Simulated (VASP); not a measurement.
# K (Fm-3m) in VASP: a series of runs

Runs on K. Level: PBEsol+D3(BJ). Tasks: single point.

Everything below comes from runs of VASP 6.6.1. Logs are shortened: lines on timing, memory, paths and dates and some standing lists are left out, and cuts for length are marked.

### 1 The cell of the first run

It takes space group Fm-3m (No. 225, cubic). The conventional cell has a = 6.580 Å, b = 6.580 Å, c = 6.580 Å, α = 90.00°, β = 90.00°, γ = 90.00°.

This isn't the form of K at room conditions, which is bcc.

### 2 Single point, PBEsol+D3(BJ)

The input, INCAR:

```
SYSTEM = K
ALGO = Normal ; EDIFF = 1E-6
ENCUT = 500 ; GGA = PS
GGA_COMPAT = .FALSE. ; ISIF = 2
ISMEAR = 1 ; IVDW = 12
LASPH = .TRUE. ; LCHARG = .FALSE.
LREAL = .FALSE. ; LWAVE = .FALSE.
NBANDS = 10 ; NELM = 120
PREC = Accurate ; SIGMA = 0.05
```

The input, KPOINTS:

```
k-points
0
G
  6 6 6
  0 0 0
```

The input, POSCAR:

```
K
1.0
    0.0000000000      3.2900000000      3.2900000000
    3.2900000000      0.0000000000      3.2900000000
    3.2900000000      3.2900000000      0.0000000000
K
1
Direct
    0.0000000000      0.0000000000      0.0000000000
```

Potentials or basis: VASP PAW PBE potentials, release 64 (K_sv).

The run is started by

```
$ cat potpaw_PBE.64/K_sv/POTCAR > POTCAR
$ mpirun -np 1 vasp_std > vasp.out
```

OUTCAR:

```text
SYSTEM = K
   EDIFF = 1E-6
   ENCUT = 500
   GGA = PS
   ISIF = 2
   ISMEAR = 1
   IVDW = 12
   LASPH = .TRUE.
   LREAL = .FALSE.
   NELM = 120
   PREC = Accurate
 IVDW          = 12

 ion  position               nearest neighbor table
   1  0.000  0.000  0.000-

  LATTYP: Found a face centered cubic cell.
 ALAT       =     6.5800000000

  Lattice vectors:

 A1 = (   0.0000000000,   3.2900000000,   3.2900000000)
 A2 = (   3.2900000000,   0.0000000000,   3.2900000000)
 A3 = (   3.2900000000,   3.2900000000,   0.0000000000)

Analysis of symmetry for initial positions (statically):
=====================================================================
 Subroutine PRICEL returns:
 Original cell was already a primitive cell.

 Routine SETGRP: Setting up the symmetry group for a
 face centered cubic supercell.

 Subroutine GETGRP returns: Found 48 space group operations
 (whereof 48 operations were pure point group operations)
 out of a pool of 48 trial point group operations.

The static configuration has the point symmetry O_h .

Analysis of symmetry for dynamics (positions and initial velocities):
=====================================================================
 Subroutine PRICEL returns:
 Original cell was already a primitive cell.

 Routine SETGRP: Setting up the symmetry group for a
 face centered cubic supercell.

 Subroutine GETGRP returns: Found 48 space group operations
 (whereof 48 operations were pure point group operations)
 out of a pool of 48 trial point group operations.

The dynamic configuration has the point symmetry O_h .

 Subroutine INISYM returns: Found 48 space group operations
 (whereof 48 operations are pure point group operations),
 and found     1 'primitive' translations

----------------------------------------------------------------------------------------

                                     Primitive cell

  volume of cell :      71.2226

  direct lattice vectors                    reciprocal lattice vectors
     0.000000000  3.290000000  3.290000000    -0.151975684  0.151975684  0.151975684
     3.290000000  0.000000000  3.290000000     0.151975684 -0.151975684  0.151975684
     3.290000000  3.290000000  0.000000000     0.151975684  0.151975684 -0.151975684

  length of vectors
     4.652762620  4.652762620  4.652762620     0.263229606  0.263229606  0.263229606

  position of ions in fractional coordinates (direct lattice)
     0.000000000  0.000000000  0.000000000

  ion indices of the primitive-cell ions
   primitive index   ion index
                 1           1

----------------------------------------------------------------------------------------

 KPOINTS: k-points

Automatic generation of k-mesh.
 Grid dimensions read from file:
 generate k-points for:    6    6    6

 Generating k-lattice:

  Cartesian coordinates                     Fractional coordinates (reciprocal lattice)
    -0.025329281  0.025329281  0.025329281     0.166666667  0.000000000  0.000000000
     0.025329281 -0.025329281  0.025329281     0.000000000  0.166666667  0.000000000
     0.025329281  0.025329281 -0.025329281     0.000000000  0.000000000  0.166666667

  Length of vectors
     0.043871601  0.043871601  0.043871601

  Shift w.r.t. Gamma in fractional coordinates (k-lattice)
     0.000000000  0.000000000  0.000000000

 Subroutine IBZKPT returns following result:
 ===========================================

 Found     16 irreducible k-points:

 Following reciprocal coordinates:
            Coordinates               Weight
  0.000000  0.000000  0.000000      1.000000
  0.166667  0.000000  0.000000      8.000000
  0.333333  0.000000  0.000000      8.000000
  0.500000  0.000000  0.000000      4.000000
  0.166667  0.166667  0.000000      6.000000
  0.333333  0.166667  0.000000     24.000000
[... 8 lines left out ...]
 -0.333333  0.333333  0.166667     24.000000
 -0.333333  0.500000  0.166667     12.000000
   k-points           NKPTS =     16   k-points in BZ     NKDIM =     16   number of bands    NBANDS=     10
   number of dos      NEDOS =    301   number of ions     NIONS =      1
   total plane-waves  NPLWV =  46656
   dimension x,y,z NGX =    36 NGY =   36 NGZ =   36
   dimension x,y,z NGXF=    72 NGYF=   72 NGZF=   72
   ions per type =               1
   NGX,Y,Z   is equivalent  to a cutoff of  12.86, 12.86, 12.86 a.u.
   NGXF,Y,Z  is equivalent  to a cutoff of  25.73, 25.73, 25.73 a.u.
 SYSTEM =  K
   PREC   = accura    normal or accurate (medium, high low for compatibility)
   ISTART =      0    job   : 0-new  1-cont  2-samecut
   ICHARG =      2    charge: 1-file 2-atom 10-const
   ISPIN  =      1    spin polarized calculation?
   LNONCOLLINEAR =      F non collinear calculations
   LSORBIT =      F    spin-orbit coupling
   LASPH  =      T    aspherical Exc in radial PAW
   ENCUT  =  500.0 eV  36.75 Ry    6.06 a.u.   8.48  8.48  8.48*2*pi/ulx,y,z
   NELM   =    120;   NELMIN=  2; NELMDL= -5     # of ELM steps
   EDIFF  = 0.1E-05   stopping-criterion for ELM
   LREAL  =      F    real-space projection
   EDIFFG = 0.1E-04   stopping-criterion for IOM
   NSW    =      0    number of steps for IOM
   IBRION =     -1    ionic relax: 0-MD 1-quasi-New 2-CG
   NFREE  =      0    steps in history (QN), initial steepest desc. (CG)
   ISIF   =      2    stress and relaxation
   ISYM   =      2    0-nonsym 1-usesym 2-fastsym
   POTIM  = 0.5000    time-step for ionic-motion
   TEBEG  =    0.0;   TEEND  =   0.0 temperature during run
   PSTRESS=    0.0 pullay stress
   NELECT =       9.0000    total number of electrons
   NUPDOWN=      -1.0000    fix difference up-down
   EMIN   =  10.00;   EMAX   =-10.00  energy-range for DOS
   EFERMI =   0.00;   METHOD = LEGACY
   ISMEAR =     1;   SIGMA  =   0.05  broadening in eV -4-tet -1-fermi 0-gaus
   EFERMI_NEDOS =   21; number of points for ismear=-14 and -15
   IALGO  =     38    algorithm
   IMIX   =      4    mixing-type and parameters
     AMIX     =   0.40;   BMIX     =  1.00
     AMIX_MAG =   1.60;   BMIX_MAG =  1.00
  volume/ion in A,a.u.               =      71.22       480.63
  Fermi-wavevector in a.u.,A,eV,Ry     =   0.821517  1.552442  9.182433  0.674890
  Thomas-Fermi vector in A             =   1.932690
   LORBIT       =      0    0 simple, 1 ext, 2 COOP (PROOUT), +10 PAW based schemes
   GGA     = PS    functional components
   LHFCALC =     F    Hartree Fock is set to
   AEXX    =    0.0000 exact exchange contribution
   IVDW    =    12    specifies the selected vdW correction
   LEPSILON=     F    determine dielectric tensor
   LRPA    =     F    only Hartree local field effects (RPA)
 non-spin polarized calculation
 Methfessel and Paxton  Order N= 1 SIGMA  =   0.05
  energy-cutoff  :      500.00
  volume of cell :       71.22
 maximum number of plane-waves:      1821
 NGX is ok and might be reduce to    36
   NGX = 17   NGY = 17   NGZ = 17

 number of electron       9.0000000 magnetization

 Free energy of the ion-electron system (eV)
  ---------------------------------------------------
  ext. energy  EPLUGINS =         0.00000000
  ---------------------------------------------------
  free energy    TOTEN  =        -1.12443341 eV

  energy without entropy =       -1.12352008  energy(sigma->0) =       -1.12412897

 E-fermi :  -0.2458     XC(G=0):  -5.7769

 val. band max:       -0.2641278893   @ k =   0.5000   0.3333   0.1667
 cond. band min:       0.0897370779   @ k =   0.5000   0.1667   0.0000
 fundamental gap:      0.3538649672
 Fermi energy:        -0.2457870945

 k-point     1 :       0.0000    0.0000    0.0000
  band No.  band energies     occupation
      1     -32.0668      2.00000
      2     -15.5751      2.00000
      3     -15.5751      2.00000
      4     -15.5751      2.00000
      5      -2.3034      2.00000
      6       4.1452      0.00000
      7       4.1452      0.00000
      8       4.1452      0.00000
      9       5.4309      0.00000
     10       5.4309      0.00000

 k-point     2 :       0.1667    0.0000    0.0000
  band No.  band energies     occupation
      1     -32.0656      2.00000
      2     -15.5943      2.00000
      3     -15.5778      2.00000
      4     -15.5778      2.00000
      5      -1.9716      2.00000
      6       3.3561      0.00000
      7       4.2366      0.00000
      8       4.2366      0.00000
      9       5.2335      0.00000
     10       5.2335      0.00000

 k-point     3 :       0.3333    0.0000    0.0000
  band No.  band energies     occupation
      1     -32.0634      2.00000
      2     -15.6323      2.00000
      3     -15.5830      2.00000
      4     -15.5830      2.00000
      5      -1.0360      2.00000
      6       1.9059      0.00000
      7       4.0812      0.00000
      8       4.0812      0.00000
      9       5.6046      0.00000
     10       5.6047      0.00000

 k-point     4 :       0.5000    0.0000    0.0000
  band No.  band energies     occupation
      1     -32.0623      2.00000
      2     -15.6510      2.00000
      3     -15.5856      2.00000
      4     -15.5856      2.00000
      5       0.2235     -0.00000
      6       0.4639     -0.00000
      7       3.9268      0.00000
      8       3.9268      0.00000
      9       6.1996      0.00000
     10       6.2450      0.00000
[... 118 lines left out ...]
 k-point    14 :       0.5000    0.3333    0.1667
  band No.  band energies     occupation
      1     -32.0619      2.00000
      2     -15.6316      2.00000
      3     -15.6059      2.00000
      4     -15.5921      2.00000
      5      -0.2641      1.57697
      6       2.1309      0.00000
      7       2.5238      0.00000
      8       4.0442      0.00000
      9       5.1171      0.00000
     10       5.9572      0.00000

 k-point    15 :      -0.3333    0.3333    0.1667
  band No.  band energies     occupation
      1     -32.0612      2.00000
      2     -15.6339      2.00000
      3     -15.6150      2.00000
      4     -15.5964      2.00000
      5       0.8957      0.00000
      6       1.0818      0.00000
      7       2.3279      0.00000
      8       3.6490      0.00000
      9       5.2947      0.00000
     10       6.0516      0.00000

 k-point    16 :      -0.3333    0.5000    0.1667
  band No.  band energies     occupation
      1     -32.0608      2.00000
      2     -15.6356      2.00000
      3     -15.6138      2.00000
      4     -15.6034      2.00000
      5       1.1507      0.00000
      6       1.4646      0.00000
      7       1.8897      0.00000
      8       3.3464      0.00000
      9       5.5544      0.00000
     10       6.0816      0.00000

------------------------ aborting loop because EDIFF is reached ----------------------------------------

 Edisp (eV)   -0.12751

 E8    (eV) :    -0.0953

  FORCE on cell =-STRESS in cart. coord.  units (eV):
  Direction    XX          YY          ZZ          XY          YZ          ZX
  --------------------------------------------------------------------------------------
  -------------------------------------------------------------------------------------
  Total      -0.12734    -0.12734    -0.12734     0.00000     0.00000     0.00000
  in kB      -2.86463    -2.86463    -2.86463     0.00000     0.00000     0.00000
  external pressure =       -2.86 kB  Pullay stress =        0.00 kB

 VOLUME and BASIS-vectors are now :
 -----------------------------------------------------------------------------
  energy-cutoff  :      500.00
  volume of cell :       71.22
      direct lattice vectors                 reciprocal lattice vectors
     0.000000000  3.290000000  3.290000000    -0.151975684  0.151975684  0.151975684
     3.290000000  0.000000000  3.290000000     0.151975684 -0.151975684  0.151975684
     3.290000000  3.290000000  0.000000000     0.151975684  0.151975684 -0.151975684

 POSITION                                       TOTAL-FORCE (eV/Angst)
 -----------------------------------------------------------------------------------
      0.00000      0.00000      0.00000         0.000000      0.000000     -0.000000
 -----------------------------------------------------------------------------------
    total drift:                               -0.000000      0.000000      0.000000

  FREE ENERGIE OF THE ION-ELECTRON SYSTEM (eV)
  ---------------------------------------------------
  free  energy   TOTEN  =        -1.2519454516 eV

  energy  without entropy=       -1.2510321271  energy(sigma->0) =       -1.25164101
```

Run time: 11 s. Hardware: 1 thread of Intel Xeon Platinum 8259CL at 2.50GHz (Skylake/Cascade Lake), shared host; peak memory 0.2 GiB.

What came out:

* Free energy: -1.2519 eV
* Pressure: -0.3 GPa
* Band gap on the k mesh: zero (an odd number of electrons rules out a gap without spin polarisation)
* Dispersion energy per atom: -0.128 eV

Caveat: three body term missing; the PAW data sets were made with another functional, which shifts forces and pressure a little.

### 3 Single point, PBEsol+D3(BJ)

Changes to INCAR since step 2:

```diff
@@ -8,2 +8,2 @@
 NBANDS = 10 ; NELM = 120
-PREC = Accurate ; SIGMA = 0.05
+PREC = Accurate ; SIGMA = 0.0419
```

KPOINTS is that of step 2.

POSCAR is that of step 2.

Potentials or basis: VASP PAW PBE potentials, release 64 (K_sv).

The run is started by

```
$ cat potpaw_PBE.64/K_sv/POTCAR > POTCAR
$ mpirun -np 1 vasp_std > vasp.out
```

Wall time 11 s (1 thread of Intel Xeon Platinum 8259CL at 2.50GHz (Skylake/Cascade Lake), shared host); peak memory 0.2 GiB.

The run converged. Its results:

* Free energy: -1.2518 eV
* Pressure: -0.3 GPa
* Band gap on the k mesh: zero (an odd number of electrons rules out a gap without spin polarisation)
* Dispersion energy per atom: -0.128 eV

Levels at points of the mesh, in eV from the Fermi level:
| k point | band 2 | band 3 | band 4 | band 5 | band 6 | band 7 | band 8 | band 9 |
| --- | --- | --- | --- | --- | --- | --- | --- | --- |
| (0.00, 0.00, 0.00) | -15.33 | -15.33 | -15.33 | -2.05 | 4.39 | 4.39 | 4.39 | 5.68 |
| (0.50, 0.00, 0.00) | -15.40 | -15.34 | -15.34 | 0.47 | 0.71 | 4.18 | 4.18 | 6.45 |
| (0.50, 0.50, 0.00) | -15.40 | -15.35 | -15.35 | 1.05 | 1.56 | 2.48 | 5.18 | 5.18 |

Caveat: three body term missing; the PAW data sets were made with another functional, which shifts forces and pressure a little.
